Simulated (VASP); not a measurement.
# H in VASP: notebook, part 2 of 2

VASP 6.6.1.

### Step 3. Single point, PBE

Contents of INCAR:

```
PREC = Accurate
ENCUT = 520
EDIFF = 1E-6
ISMEAR = -1
SIGMA = 0.02
LREAL = Auto
LASPH = T
NELM = 60
ALGO = Normal
ISIF = 2
LWAVE = F
LCHARG = F
GGA = PE
NBANDS = 26
```

Contents of KPOINTS:

```
regular mesh
0
Gamma
  1 1 1
```

Contents of POSCAR:

```
H
1.0
    6.2144650000      0.0000000000      0.0000000000
    0.0000000000      6.2144650000      0.0000000000
    0.0000000000      0.0000000000      6.2144650000
H
20
Direct
    0.5066888300      0.2405034062      1.1155264371
    0.4072916977      0.2019160137      1.0406688267
    0.9016383550      0.0804896319      0.7299421591
    0.7895289458      0.1276376969      0.7039222202
   -0.0081101108     -0.1638274574      0.4222889661
    0.0245717049     -0.2755023964      0.3921013313
    0.4210016470      0.1585655402      0.6616498765
    0.4172845128      0.0434792054      0.6870261559
    0.1429407037      0.2693232644      0.3315168723
    0.0523777992      0.3390959640      0.3321122575
    0.3378891023      0.8316403745      0.0583638334
    0.3320961660      0.8523983963      0.1767971981
    0.8117995676      0.5858267767      0.1547679486
    0.8149695911      0.6856101048      0.0840780341
    1.1727799577      0.4277278897      0.8852733099
    1.2277645783      0.5384212478      0.8740575416
    0.6603142829      0.2926076501      0.3363121363
    0.6496295337      0.3380500172      0.4495318583
    0.4864618274      0.5169873835      0.7207539185
    0.5837670660      0.5714088019      0.7521484150
```

Potentials or basis: VASP PAW PBE potentials, release 64 (H).

Launch:

```
> cat potpaw_PBE.64/H/POTCAR > POTCAR
> mpirun -np 1 vasp_gam > vasp.out
```

Run time: 17 s. Hardware: 1 thread of AMD EPYC 7R43 (Zen 3), shared host; peak memory 0.24 GiB.

Results (log left out):

| Property | Result |
| --- | --- |
| Free energy | -67.0281 eV |
| Pressure | 1.0 GPa |
| Largest force | 1.846 eV/Å |
| Band gap on the k mesh | 8.46 eV |

Forces on the atoms (eV/Å):
```
H   -1.381 -0.506 -1.115
H    1.409  0.562  0.985
H   -0.713  0.297 -0.123
H    0.814 -0.332  0.222
H    0.046 -0.009  0.128
H    0.051  0.121  0.130
H   -0.064  0.425 -0.150
H   -0.067 -0.484  0.073
H    1.157 -0.869 -0.024
H   -1.109  0.829  0.023
H    0.007 -0.057  0.034
H   -0.008 -0.052 -0.042
H   -0.072  0.306 -0.371
H   -0.073 -0.389  0.134
H    0.196  0.717 -0.059
H   -0.546 -0.724  0.128
H   -0.012  0.159  0.442
H    0.082 -0.110 -0.347
H   -0.726 -0.409 -0.322
H    1.009  0.524  0.253
```

Stress tensor (GPa, compression positive):
```
 1.43 -0.13 -0.28
-0.13  1.01  0.04
-0.28  0.04  0.63
```

Levels at points of the mesh, in eV from the valence-band top:
| k point | band 8 | band 9 | band 10 | band 11 | band 12 | band 13 |
| --- | --- | --- | --- | --- | --- | --- |
| (0.00, 0.00, 0.00) | -0.58 | -0.38 | 0.00 | 8.46 | 8.86 | 9.21 |

Caveat: the k points lie up to 1.01 Å⁻¹ apart.

### Step 4. Single point, PBE

Contents of INCAR:

```
SYSTEM = H
PREC     = Accurate       ! precision mode
ENCUT    = 520            ! plane-wave cutoff, eV
EDIFF    = 1E-6           ! SCF threshold, eV
ISMEAR   = -1             ! smearing method
SIGMA    = 0.02           ! smearing width, eV
LREAL    = Auto         
LASPH    = .TRUE.         ! aspherical terms in the spheres
NELM     = 80             ! most SCF steps
ALGO     = Normal         ! electronic algorithm
ISIF     = 2              ! what is computed and relaxed
LWAVE    = .FALSE.        ! write WAVECAR
LCHARG   = .TRUE.         ! write CHGCAR
GGA      = PE             ! functional
LELF     = .TRUE.         ! ELF
LVHAR    = .TRUE.       
NBANDS   = 26             ! bands
```

Contents of KPOINTS:

```
regular mesh
0
G
  1 1 1
  0 0 0
```

Contents of POSCAR:

```
H
1.0
    6.2144650000      0.0000000000      0.0000000000
    0.0000000000      6.2144650000      0.0000000000
    0.0000000000      0.0000000000      6.2144650000
H
20
Direct
    0.3862762120      0.2291589059      1.0988717452
    0.5005740639      0.2328921315      1.0467996843
    0.8628739562      0.1520806699      0.8412309024
    0.8750069395      0.2105893267      0.7359764678
    0.0057124789     -0.2514617107      0.4704507950
   -0.0661521145     -0.3095358973      0.5481726906
    0.2536018788      0.0152869153      0.6582545722
    0.3446636195      0.0765633083      0.6942190518
    0.0977075259      0.2529904022      0.4081606381
    0.1853095962      0.2058262457      0.3430061960
    0.4858986252      0.7171172418      0.2737323325
    0.4279209876      0.7326133464      0.1655975213
    0.7625435174      0.7404338105     -0.1232286287
    0.8645474711      0.7915403820     -0.0740047615
    1.0425676225      0.4641751140      0.8822802928
    1.1317305673      0.4676669673      0.9603240182
    0.7521484150      0.3999539783      0.3627665455
    0.7063037607      0.4605545288      0.2711737857
    0.6020791814      0.5593562760      0.6986763945
    0.5113553620      0.5145736600      0.6463790527
```

Launch:

```
> cat potpaw_PBE.64/H/POTCAR > POTCAR
> mpirun -np 1 vasp_gam > vasp.out
```

It took 22 s on 1 thread of AMD EPYC 7R43 (Zen 3), shared host; peak memory 0.24 GiB.

It converged, with:

- Free energy: -67.2139 eV
- Pressure: 1.2 GPa
- Largest force: 1.648 eV/Å
- Band gap on the k mesh: 8.75 eV

Forces on the atoms (eV/Å):
```
H    0.921  0.015 -0.457
H   -0.877 -0.062  0.384
H   -0.066  0.048 -0.198
H   -0.091 -0.146  0.116
H   -0.027 -0.048  0.073
H    0.133  0.119 -0.119
H   -0.839 -0.661 -0.301
H    0.930  0.540  0.427
H   -0.265  0.155  0.093
H    0.196 -0.102 -0.207
H   -0.365  0.133 -0.575
H    0.263 -0.038  0.582
H    0.604  0.433  0.425
H   -0.679 -0.317 -0.265
H   -0.196  0.030 -0.193
H    0.377  0.062  0.277
H    0.143 -0.183  0.145
H   -0.045  0.083 -0.242
H    1.215  0.600  0.744
H   -1.332 -0.661 -0.710
```

Stress tensor (GPa, compression positive):
```
1.17 0.19 0.65
0.19 1.29 0.36
0.65 0.36 1.00
```

Levels at points of the mesh, in eV from the valence-band top:
```
           k point  band 7  band 8  band 9  band 10  band 11  band 12  band 13  band 14
(0.00, 0.00, 0.00)   -0.49   -0.27   -0.22     0.00     8.75     9.68     9.97    10.08
```

Caveat: the k points lie up to 1.01 Å⁻¹ apart.

### Step 5. Relaxation of the atoms, PBE

Contents of INCAR:

```
PREC = Accurate ; ENCUT = 520
EDIFF = 1E-6 ; ISMEAR = -1
SIGMA = 0.02 ; LREAL = Auto
LASPH = True ; NELM = 60
ALGO = Normal ; ISIF = 2
LWAVE = False ; LCHARG = False
GGA = PE ; IBRION = 2
NSW = 35 ; EDIFFG = -0.3
```

Contents of KPOINTS:

```
regular mesh
0
Gamma
  1 1 1
```

Contents of POSCAR:

```
H
1.0
    6.2144650000      0.0000000000      0.0000000000
    0.0000000000      6.2144650000      0.0000000000
    0.0000000000      0.0000000000      6.2144650000
H
20
Direct
    0.3632275000      0.5799012000      0.8803209000
    0.4728951000      0.5508950000      0.8456424000
    0.7979966000      0.0500334000      0.9721259000
    0.8162023000      0.0573697000      0.8551401000
    0.2068080000      0.0500924000      0.3418903000
    0.1985843000      0.1170683000      0.2443325000
    0.4727101000      0.1467865000      0.7173769000
    0.4262748000      0.1706828000      0.6108702000
    0.1896918000      0.3722440000      0.4439958000
    0.0750760000      0.3801753000      0.4144790000
    0.3312852000      0.8714166000      0.1032360000
    0.2621680000      0.9477852000      0.0444007000
    0.8072074000      0.3159166000      0.2132170000
    0.7886845000      0.3149555000      0.0960551000
    0.9834534000      0.9064805000      0.5961935000
    0.9891487000      0.8182972000      0.6753276000
    0.8133288000      0.4039053000      0.6053004000
    0.7872439000      0.2889733000      0.6187595000
    0.2567237000      0.6547097000      0.6035125000
    0.2385602000      0.6657247000      0.4868090000
```

Launch:

```
> cat potpaw_PBE.64/H/POTCAR > POTCAR
> mpirun -np 1 vasp_gam > vasp.out
```

It took 3 min on 1 thread of AMD EPYC 7R43 (Zen 3), shared host; peak memory 0.26 GiB.

Results (log left out):

| Property | Result |
| --- | --- |
| Free energy | -66.9414 eV |
| Energy gained by relaxing | 38.4 meV/atom |
| Ionic steps | 16 |
| Pressure after relaxing | 1.8 GPa |
| Largest force after relaxing | 0.284 eV/Å |
| Band gap on the k mesh | 8.68 eV |

Forces in eV/Å, atoms in the order of the input:
```
H    0.029 -0.226 -0.020
H    0.134 -0.241 -0.067
H   -0.069  0.045  0.176
H   -0.042  0.025  0.054
H    0.055 -0.116 -0.065
H   -0.043  0.084 -0.189
H    0.024 -0.040  0.157
H   -0.073  0.028 -0.103
H    0.074  0.048  0.016
H    0.079  0.002 -0.040
H   -0.065  0.223  0.088
H   -0.107  0.222  0.061
H   -0.067  0.029  0.007
H   -0.040  0.021 -0.025
H    0.007 -0.088 -0.062
H    0.015 -0.104 -0.040
H   -0.025  0.039  0.045
H   -0.082  0.024  0.041
H    0.110  0.008 -0.008
H    0.086  0.017 -0.026
```

Stress tensor (GPa, compression positive):
```
 1.38 -0.14 -0.31
-0.14  2.15  0.40
-0.31  0.40  1.77
```

Step by step:
```
step  energy change (eV)  largest force (eV/Å)  pressure (GPa)
   1              0.0000                0.7284            2.99
   2             -0.0406                0.9460            1.66
   3             -0.0527                0.7025            2.08
   4             -0.1196                0.5970            2.08
   5             -0.2735                0.3596            2.12
   6             -0.4244                0.3710            2.30
   7             -0.4419                0.4473            2.41
   8             -0.4353                1.0840            1.15
   9             -0.4721                0.4940            1.80
  10             -0.5444                0.4173            1.69
  11             -0.6807                0.5633            1.38
  12             -0.6500                0.9972            0.90
  13             -0.7127                0.7255            1.15
  14             -0.6511                1.4911            2.97
  15             -0.7460                0.3316            1.81
  16             -0.7676                0.2840            1.77
```

Final structure:
```
H
1.0
     6.21446    0.00000    0.00000
     0.00000    6.21446    0.00000
     0.00000    0.00000    6.21446
H
20
Direct
  0.39271 0.54698 0.91219
  0.49691 0.51627 0.86172
  0.78217 0.03379 0.97724
  0.80689 0.03253 0.85997
  0.18913 0.00373 0.39781
  0.17425 0.09392 0.32025
  0.45393 0.13285 0.71872
  0.41121 0.15918 0.60990
  0.16913 0.41344 0.45210
  0.05521 0.41517 0.41457
  0.36935 0.81606 0.01332
  0.29574 0.87840 0.94215
  0.79128 0.35571 0.24343
  0.77770 0.34931 0.12440
  0.95882 0.91931 0.58304
  0.95544 0.83951 0.67266
  0.80090 0.41725 0.61146
  0.75882 0.30654 0.62970
  0.33879 0.70809 0.56807
  0.29889 0.72537 0.45627
```

Levels at points of the mesh, in eV from the valence-band top:
| k point | band 7 | band 8 | band 9 | band 10 | band 11 | band 12 | band 13 | band 14 |
| --- | --- | --- | --- | --- | --- | --- | --- | --- |
| (0.00, 0.00, 0.00) | -0.56 | -0.34 | -0.09 | 0.00 | 8.68 | 9.10 | 9.38 | 9.63 |

Caveat: the k points lie up to 1.01 Å⁻¹ apart; the relaxation stopped at a loose force limit of 0.3 eV/Å, so its end isn't a converged minimum.
